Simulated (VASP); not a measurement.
Set up this calculation in VASP 6.6.1, as the native input.

| Property | Result |
| --- | --- |
| Task | single point |
| Functional | PBE |
| Dispersion | D3(BJ) |
| Potentials or basis | VASP PAW PBE potentials, release 64 (Rh_pv, Cl) |
| Cutoff | 520 eV |
| k mesh | 6 × 6 × 1 |
| Occupations | gaussian, width 0.1 eV |
| Spin | no spin polarisation |
| Dipole correction | yes |
| Further INCAR settings | ALGO = Normal; EDIFF = 1e-06; NBANDS = 106 |

The structure of Rh12Cl lies in POSCAR:

```
Rh12Cl
1.0
    5.3650160462      0.0000000000      0.0000000000
   -2.6825080231      4.6462401878      0.0000000000
    0.0000000000      0.0000000000     21.6939918225
Rh Cl
12 1
Direct
    0.3333333333      0.1666666667      0.1843828482
    0.3333333333      0.6666666667      0.1843828482
    0.8333333333      0.1666666667      0.1843828482
    0.8333333333      0.6666666667      0.1843828482
    0.1666666667      0.3333333333      0.2833554855
    0.1666666667      0.8333333333      0.2833554855
    0.6666666667      0.3333333333      0.2833554855
    0.6666666667      0.8333333333      0.2833554855
    0.0000000000      0.0000000000      0.3823174587
    0.0000000000      0.5000000000      0.3823174587
    0.5000000000      0.0000000000      0.3823174587
    0.5000000000      0.5000000000      0.3823174587
    0.0000000000      0.0000000000      0.5252141660
```

One way to write it, as run:

INCAR

```
SYSTEM = Rh12Cl
PREC = Accurate
ENCUT = 520
EDIFF = 1E-6
ISMEAR = 0
SIGMA = 0.1
LREAL = .False.
LASPH = .True.
NELM = 100
ALGO = Normal
ISIF = 2
LWAVE = .False.
LCHARG = .False.
LDIPOL = .True.
IDIPOL = 3
DIPOL = 0.5 0.5 0.302
GGA = PE
IVDW = 12
NBANDS = 106
```

KPOINTS

```
regular mesh
0
Gamma
  6 6 1
  0 0 0
```

Potentials or basis: VASP PAW PBE potentials, release 64 (Rh_pv, Cl).

The run is started by

```bash
$ cat potpaw_PBE.64/Rh_pv/POTCAR potpaw_PBE.64/Cl/POTCAR > POTCAR
$ mpirun -np 1 vasp_std > vasp.out
```

It gave:

| Quantity | Value |
| --- | --- |
| Largest force | 2.001 eV/Å |
| Band gap on the k mesh | zero (an odd number of electrons rules out a gap without spin polarisation) |
| Dispersion energy per atom | -0.418 eV |

It took 15 min on 1 thread of Intel(R) Xeon(R) 6975P-C (Granite Rapids) (shared host), peak memory 0.7 GiB.
